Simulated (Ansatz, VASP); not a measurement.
## HfC: VASP beside Ansatz

File INCAR:

```
  PREC = Accurate
  ENCUT = 520
  EDIFF = 1E-6
  ISMEAR = -1
  SIGMA = 0.05
  LREAL = False
  LASPH = True
  NELM = 80
  ALGO = Normal
  ISIF = 2
  LWAVE = False
  LCHARG = True
  GGA = PS
  LELF = True
  LVHAR = True
  NBANDS = 22
```

File KPOINTS:

```
Automatic mesh
0
Gamma
  5 5 3
```

File POSCAR:

```
HfC
1.0
    3.3578000000      0.0033400000     -0.0525200000
   -1.6760100000      2.9268900000      0.0114900000
   -0.0817400000     -0.0265400000      5.2508800000
Hf C
2 2
Direct
    0.7299620584      0.3806624628      0.7710720724
    0.2997600000      0.6840500000      0.2451000000
    0.9767700000      0.9808300000      0.9618200000
    0.9706000000      0.9766700000      0.4899200000
```

Input for Ansatz:

```yaml
crystal:
  lattice:
    - [3.3578, 0.00334, -0.05252]
    - [-1.67601, 2.92689, 0.01149]
    - [-0.08174, -0.02654, 5.25088]
  atoms:
    - { symbol: Hf, position: [0.7299620584365423, 0.38066246282752125, 0.7710720723595281] }
    - { symbol: Hf, position: [0.29976, 0.68405, 0.2451] }
    - { symbol: C, position: [0.97677, 0.98083, 0.96182] }
    - { symbol: C, position: [0.9706, 0.97667, 0.48992] }
basis:
  ecutwfc: 540.0
  xc_grid: 2
kpoints:
  mp_grid:
    grid: [5, 5, 3]
hamiltonian:
  xc: pbesol
scf:
  convergence:
    dr2_threshold: 1.0e-09
  occupations:
    method: fermi_dirac
    width: 0.05
output:
  forces: true
  stress: true
```

Alike in both runs: task single point; functional PBEsol; k mesh 5 × 5 × 3; occupations fermi-dirac, width 0.05 eV; no spin polarisation.

|  | VASP | Ansatz |
| --- | --- | --- |
| version | VASP 6.6.1 | Ansatz 0.2.0 |
| potentials or method | VASP PAW PBE potentials, release 64 (Hf_pv, C), cutoff 520 eV | plane waves, PAW |
| valence electrons in the cell | 28 | 60 |

|  | VASP | Ansatz | Ansatz less VASP |
| --- | --- | --- | --- |
| pressure (GPa) | -3.2 | -2.9 | +0.30 |
| traceless stress, the component that is largest in VASP (GPa) | 8.15 | 8.14 | -0.006 |
| rms of the force components (eV/Å) | 2.292 | 2.273 | -0.0190 |

VASP's potentials were made for PBE, not for PBEsol. Atom by atom the forces differ by 0.023 eV/Å (rms over components). With one functional, cell and mesh, what is left measures potentials, basis and numerics. VASP's potentials hold 28 valence electrons a cell and Ansatz's 60, so a difference there can come from the potentials and not from the codes. Ansatz's warnings: stress scf threshold loose.

The k mesh is coarse, so the values compare programs but aren't converged. Neither program's run includes spin-orbit coupling.
